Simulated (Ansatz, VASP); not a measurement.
# Two plane-wave programs on CdSe

INCAR

```
SYSTEM = CdSe
PREC = Accurate ; ENCUT = 600
EDIFF = 1E-7 ; ISMEAR = 0
SIGMA = 0.01 ; LREAL = .FALSE.
LASPH = .TRUE. ; NELM = 100
ALGO = Normal ; ISIF = 3
LWAVE = .FALSE. ; LCHARG = .FALSE.
GGA = PS ; IBRION = 2
NSW = 100 ; EDIFFG = -0.002
```

Contents of KPOINTS:

```
regular mesh
0
G
  6 6 6
  0 0 0
```

The input POSCAR:

```
CdSe
1.0
    0.0000000000      3.0702711986      3.0702711986
    3.0702711986      0.0000000000      3.0702711986
    3.0702711986      3.0702711986      0.0000000000
Cd Se
1 1
Direct
    0.0000000000      0.0000000000      0.0000000000
    0.7500000000      0.7500000000      0.7500000000
```

Input for Ansatz:

```yaml
crystal:
  lattice:
    - [0.0, 3.0702711986, 3.0702711986]
    - [3.0702711986, 0.0, 3.0702711986]
    - [3.0702711986, 3.0702711986, 0.0]
  atoms:
    - { symbol: Cd, position: [0.0, 0.0, 0.0] }
    - { symbol: Se, position: [0.75, 0.75, 0.75] }
kpoints:
  mp_grid: { grid: [6, 6, 6] }
scf:
  occupations: { method: fixed }
  eigensolver: { kind: davidson }
hamiltonian:
  xc: pbesol
  pseudopotentials: { kind: paw }
relax:
  f_tol: 0.002
  max_steps: 80
  cell: {}
output:
  forces: true
  stress: true
```

Alike in both runs: task relaxation of cell and atoms; functional PBEsol; k mesh 6 × 6 × 6; no spin polarisation.

|  | VASP | Ansatz |
| --- | --- | --- |
| version | VASP 6.6.1 | Ansatz 0.2.0 |
| potentials or method | VASP PAW PBE potentials, release 64 (Cd, Se) | PAW with Ansatz's default frozen-core files, scalar-relativistic |
| plane-wave cutoff (eV) | 600 | 420 |
| occupations | gaussian, width 0.01 eV | fixed |
| valence electrons in the cell | 18 | 36 |

```tsv
	VASP	Ansatz	Ansatz less VASP
relaxed volume (Å³/atom)	28.28	28.14	-0.142
relaxed length of the cell vector where the two differ most in proportion (Å)	4.309	4.301	-0.0072
```

VASP's potentials were made for PBE, not for PBEsol. VASP's potentials hold 18 valence electrons a cell and Ansatz's 36, so a difference there can come from the potentials and not from the codes.
